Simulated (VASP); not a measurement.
# Pd (Fm-3m) in VASP: further runs

Pd is run at these levels: PBEsol; tasks: single point, relaxation of cell and atoms.

Program: VASP 6.6.1. These are calculated values, not measurements. Logs are shortened: lines on timing, memory, paths and dates and some standing lists are left out, and cuts for length are marked.

## (1) The cell of the first run

It takes space group Fm-3m (No. 225, cubic). The conventional cell has a = 3.976 Å, b = 3.976 Å, c = 3.976 Å, α = 90.00°, β = 90.00°, γ = 90.00°. Within 3.7 Å of Pd (site symmetry m-3m) lie 12 Pd at 2.81 Å.

## (2) Single point, PBEsol

INCAR reads:

```
  PREC = Accurate
  ENCUT = 520
  EDIFF = 1E-7
  ISMEAR = 0
  SIGMA = 0.1
  LREAL = F
  LASPH = T
  NELM = 80
  ALGO = Fast
  ISIF = 2
  LWAVE = F
  LCHARG = T
  GGA = PS
  LELF = T
  LVHAR = T
  NBANDS = 11
```

KPOINTS reads:

```
Automatic mesh
0
Gamma
  8 8 8
```

POSCAR reads:

```
Pd
1.0
    0.0000000000      1.9881792682      1.9881792682
    1.9881792682      0.0000000000      1.9881792682
    1.9881792682      1.9881792682      0.0000000000
Pd
1
Direct
    0.0000000000      0.0000000000      0.0000000000
```

Potentials or basis: VASP PAW PBE potentials, release 64 (Pd).

On the command line:

```sh
$ cat potpaw_PBE.64/Pd/POTCAR > POTCAR
$ mpirun -np 1 vasp_std > vasp.out
```

OUTCAR:

```text
PREC = Accurate
   ENCUT = 520
   EDIFF = 1E-7
   ISMEAR = 0
   LREAL = F
   LASPH = T
   NELM = 80
   ISIF = 2
   GGA = PS

 ion  position               nearest neighbor table
   1  0.000  0.000  0.000-

  LATTYP: Found a face centered cubic cell.
 ALAT       =     3.9763585364

  Lattice vectors:

 A1 = (   0.0000000000,   1.9881792682,   1.9881792682)
 A2 = (   1.9881792682,   0.0000000000,   1.9881792682)
 A3 = (   1.9881792682,   1.9881792682,   0.0000000000)

Analysis of symmetry for initial positions (statically):
=====================================================================
 Subroutine PRICEL returns:
 Original cell was already a primitive cell.

 Routine SETGRP: Setting up the symmetry group for a
 face centered cubic supercell.

 Subroutine GETGRP returns: Found 48 space group operations
 (whereof 48 operations were pure point group operations)
 out of a pool of 48 trial point group operations.

The static configuration has the point symmetry O_h .

Analysis of symmetry for dynamics (positions and initial velocities):
=====================================================================
 Subroutine PRICEL returns:
 Original cell was already a primitive cell.

 Routine SETGRP: Setting up the symmetry group for a
 face centered cubic supercell.

 Subroutine GETGRP returns: Found 48 space group operations
 (whereof 48 operations were pure point group operations)
 out of a pool of 48 trial point group operations.

The dynamic configuration has the point symmetry O_h .

 Subroutine INISYM returns: Found 48 space group operations
 (whereof 48 operations are pure point group operations),
 and found     1 'primitive' translations

----------------------------------------------------------------------------------------

                                     Primitive cell

  volume of cell :      15.7180

  direct lattice vectors                    reciprocal lattice vectors
     0.000000000  1.988179268  1.988179268    -0.251486377  0.251486377  0.251486377
     1.988179268  0.000000000  1.988179268     0.251486377 -0.251486377  0.251486377
     1.988179268  1.988179268  0.000000000     0.251486377  0.251486377 -0.251486377

  length of vectors
     2.811710086  2.811710086  2.811710086     0.435587182  0.435587182  0.435587182

  position of ions in fractional coordinates (direct lattice)
     0.000000000  0.000000000  0.000000000

  ion indices of the primitive-cell ions
   primitive index   ion index
                 1           1

----------------------------------------------------------------------------------------

 KPOINTS: Automatic mesh

Automatic generation of k-mesh.
 Grid dimensions read from file:
 generate k-points for:    8    8    8

 Generating k-lattice:

  Cartesian coordinates                     Fractional coordinates (reciprocal lattice)
    -0.031435797  0.031435797  0.031435797     0.125000000  0.000000000  0.000000000
     0.031435797 -0.031435797  0.031435797     0.000000000  0.125000000  0.000000000
     0.031435797  0.031435797 -0.031435797     0.000000000  0.000000000  0.125000000

  Length of vectors
     0.054448398  0.054448398  0.054448398

  Shift w.r.t. Gamma in fractional coordinates (k-lattice)
     0.000000000  0.000000000  0.000000000

 Subroutine IBZKPT returns following result:
 ===========================================

 Found     29 irreducible k-points:

 Following reciprocal coordinates:
            Coordinates               Weight
  0.000000  0.000000  0.000000      1.000000
  0.125000  0.000000  0.000000      8.000000
  0.250000  0.000000  0.000000      8.000000
  0.375000  0.000000  0.000000      8.000000
  0.500000  0.000000  0.000000      4.000000
  0.125000  0.125000  0.000000      6.000000
[... 16 lines left out ...]
  0.500000  0.250000  0.125000     48.000000
 -0.375000  0.250000  0.125000     24.000000
 [... further k-points ...]
   k-points           NKPTS =     29   k-points in BZ     NKDIM =     29   number of bands    NBANDS=     11
   number of dos      NEDOS =    301   number of ions     NIONS =      1
   total plane-waves  NPLWV =  13824
   dimension x,y,z NGX =    24 NGY =   24 NGZ =   24
   dimension x,y,z NGXF=    48 NGYF=   48 NGZF=   48
   ions per type =               1
   NGX,Y,Z   is equivalent  to a cutoff of  14.19, 14.19, 14.19 a.u.
   NGXF,Y,Z  is equivalent  to a cutoff of  28.38, 28.38, 28.38 a.u.
 SYSTEM =  unknown system
   PREC   = accura    normal or accurate (medium, high low for compatibility)
   ISTART =      0    job   : 0-new  1-cont  2-samecut
   ICHARG =      2    charge: 1-file 2-atom 10-const
   ISPIN  =      1    spin polarized calculation?
   LNONCOLLINEAR =      F non collinear calculations
   LSORBIT =      F    spin-orbit coupling
   LASPH  =      T    aspherical Exc in radial PAW
   ENCUT  =  520.0 eV  38.22 Ry    6.18 a.u.   5.23  5.23  5.23*2*pi/ulx,y,z
   NELM   =     80;   NELMIN=  2; NELMDL= -5     # of ELM steps
   EDIFF  = 0.1E-06   stopping-criterion for ELM
   LREAL  =      F    real-space projection
   EDIFFG = 0.1E-05   stopping-criterion for IOM
   NSW    =      0    number of steps for IOM
   IBRION =     -1    ionic relax: 0-MD 1-quasi-New 2-CG
   NFREE  =      0    steps in history (QN), initial steepest desc. (CG)
   ISIF   =      2    stress and relaxation
   ISYM   =      2    0-nonsym 1-usesym 2-fastsym
   POTIM  = 0.5000    time-step for ionic-motion
   TEBEG  =    0.0;   TEEND  =   0.0 temperature during run
   PSTRESS=    0.0 pullay stress
   NELECT =      10.0000    total number of electrons
   NUPDOWN=      -1.0000    fix difference up-down
   EMIN   =  10.00;   EMAX   =-10.00  energy-range for DOS
   EFERMI =   0.00;   METHOD = LEGACY
   ISMEAR =     0;   SIGMA  =   0.10  broadening in eV -4-tet -1-fermi 0-gaus
   EFERMI_NEDOS =   21; number of points for ismear=-14 and -15
   IALGO  =     68    algorithm
   IMIX   =      4    mixing-type and parameters
     AMIX     =   0.40;   BMIX     =  1.00
     AMIX_MAG =   1.60;   BMIX_MAG =  1.00
  volume/ion in A,a.u.               =      15.72       106.07
  Fermi-wavevector in a.u.,A,eV,Ry     =   1.408022  2.660775 26.973885  1.982525
  Thomas-Fermi vector in A             =   2.530221
   LORBIT       =      0    0 simple, 1 ext, 2 COOP (PROOUT), +10 PAW based schemes
   GGA     = PS    functional components
   LHFCALC =     F    Hartree Fock is set to
   AEXX    =    0.0000 exact exchange contribution
   IVDW    =     0    specifies the selected vdW correction
   LEPSILON=     F    determine dielectric tensor
   LRPA    =     F    only Hartree local field effects (RPA)
 non-spin polarized calculation
 RMM-DIIS sequential band-by-band and
 Gauss-broadening in eV      SIGMA  =   0.10
  energy-cutoff  :      520.00
  volume of cell :       15.72
 maximum number of plane-waves:       444
 NGX is ok and might be reduce to    24
   NGX = 11   NGY = 11   NGZ = 11

 number of electron      10.0000001 magnetization

 Free energy of the ion-electron system (eV)
  ---------------------------------------------------
  ext. energy  EPLUGINS =         0.00000000
  ---------------------------------------------------
  free energy    TOTEN  =        -5.89502227 eV

  energy without entropy =       -5.88288183  energy(sigma->0) =       -5.88895205

 E-fermi :   8.6793     XC(G=0): -12.9831

 val. band max:        8.6770396249   @ k =   0.5000   0.2500   0.0000
 cond. band min:       8.7587062520   @ k =   0.5000   0.3750   0.0000
 fundamental gap:      0.0816666272
 Fermi energy:         8.6793072309

 k-point     1 :       0.0000    0.0000    0.0000
  band No.  band energies     occupation
      1       1.8283      2.00000
      2       6.0398      2.00000
      3       6.0398      2.00000
      4       6.0398      2.00000
      5       7.5075      2.00000
      6       7.5075      2.00000
      7      25.6613      0.00000
      8      30.0645      0.00000
      9      30.0645      0.00000
     10      30.0645      0.00000
     11      34.9212      0.00000

 k-point     2 :       0.1250    0.0000    0.0000
  band No.  band energies     occupation
      1       2.3484      2.00000
      2       5.8865      2.00000
      3       6.1974      2.00000
      4       6.1974      2.00000
      5       7.4488      2.00000
      6       7.4488      2.00000
      7      25.9399      0.00000
      8      27.4298      0.00000
      9      30.5798      0.00000
     10      30.5798      0.00000
     11      34.7935      0.00000

 k-point     3 :       0.2500    0.0000    0.0000
  band No.  band energies     occupation
      1       3.4750      2.00000
      2       5.9873      2.00000
      3       6.3091      2.00000
      4       6.3091      2.00000
      5       7.6471      2.00000
      6       7.6471      2.00000
      7      22.5157      0.00000
      8      26.5737      0.00000
      9      31.3014      0.00000
     10      31.3014      0.00000
     11      33.6969      0.00000

 k-point     4 :       0.3750    0.0000    0.0000
  band No.  band energies     occupation
      1       3.8037      2.00000
      2       6.1137      2.00000
      3       6.1137      2.00000
      4       7.8125      2.00000
      5       8.2678      2.00000
      6       8.2678      2.00000
      7      18.0187      0.00000
      8      25.5077      0.00000
      9      29.8880      0.00000
     10      29.8880      0.00000
     11      34.3964      0.00000
[... 239 lines left out ...]
 k-point    22 :       0.3750    0.2500    0.1250
  band No.  band energies     occupation
      1       4.4359      2.00000
      2       5.1140      2.00000
      3       6.0852      2.00000
      4       7.2093      2.00000
      5       7.3807      2.00000
      6       8.8697      0.00710
      7      23.0760      0.00000
      8      23.7656      0.00000
      9      27.3101      0.00000
     10      30.0429      0.00000
     11      33.2033      0.00000

 k-point    23 :       0.5000    0.2500    0.1250
  band No.  band energies     occupation
      1       4.6676      2.00000
      2       5.5040      2.00000
      3       5.8513      2.00000
      4       7.0452      2.00000
      5       8.1461      2.00000
      6      10.9108      0.00000
      7      18.7470      0.00000
      8      23.1049      0.00000
      9      25.3066      0.00000
     10      30.0131      0.00000
     11      33.6344      0.00000

 k-point    24 :      -0.3750    0.2500    0.1250
  band No.  band energies     occupation
      1       4.6168      2.00000
      2       5.3294      2.00000
      3       6.3944      2.00000
      4       6.8365      2.00000
      5       8.4755      1.99605
      6      13.2195      0.00000
      7      15.4827      0.00000
      8      23.7231      0.00000
      9      23.8458      0.00000
     10      29.1809      0.00000
     11      34.5908      0.00000

 [... further k-points ...]
[... 5 lines left out ...]
  --------------------------------------------------------------------------------------
  -------------------------------------------------------------------------------------
  Total       -1.2019455     -1.2019455     -1.2019455     -0.0000000     -0.0000000      0.0000000
  in kB     -122.5176720   -122.5176720   -122.5176720     -0.0000000     -0.0000000      0.0000000
  external PRESSURE =    -122.5176720 kB  Pullay stress =       0.0000000 kB

 VOLUME and BASIS-vectors are now :
 -----------------------------------------------------------------------------
  energy-cutoff  :      520.00
  volume of cell :       15.72
      direct lattice vectors                 reciprocal lattice vectors
     0.000000000  1.988179268  1.988179268    -0.251486377  0.251486377  0.251486377
     1.988179268  0.000000000  1.988179268     0.251486377 -0.251486377  0.251486377
     1.988179268  1.988179268  0.000000000     0.251486377  0.251486377 -0.251486377

 POSITION                                       TOTAL-FORCE (eV/Angst)
 -----------------------------------------------------------------------------------
      0.00000      0.00000      0.00000         0.000000     -0.000000      0.000000
 -----------------------------------------------------------------------------------
    total drift:                               -0.000000     -0.000000     -0.000000

  FREE ENERGIE OF THE ION-ELECTRON SYSTEM (eV)
  ---------------------------------------------------
  free  energy   TOTEN  =        -5.8950222686 eV

  energy  without entropy=       -5.8828818286  energy(sigma->0) =       -5.88895205
```

Wall time 20 s (1 thread of AMD EPYC 7R13, shared host); peak memory 0.11 GiB.

What came out:

- Free energy: -5.8950 eV
- Pressure: -12.3 GPa
- Band gap on the k mesh: zero (band 5 reaches 8.88 eV, above the bottom of band 6 at 7.45 eV)

Levels at points of the mesh, in eV from the Fermi level:
| k point | band 2 | band 3 | band 4 | band 5 | band 6 | band 7 | band 8 | band 9 |
| --- | --- | --- | --- | --- | --- | --- | --- | --- |
| (0.00, 0.00, 0.00) | -2.64 | -2.64 | -2.64 | -1.17 | -1.17 | 16.98 | 21.39 | 21.39 |
| (0.50, 0.00, 0.00) | -2.68 | -2.68 | -0.08 | -0.08 | 0.97 | 6.70 | 16.31 | 20.29 |
| (0.50, 0.50, 0.00) | -4.71 | -0.11 | 0.20 | 0.20 | 3.17 | 9.99 | 12.67 | 12.67 |

Caveat: the PAW data sets were made with another functional, which shifts forces and pressure a little.

[end of part 1 of 2]
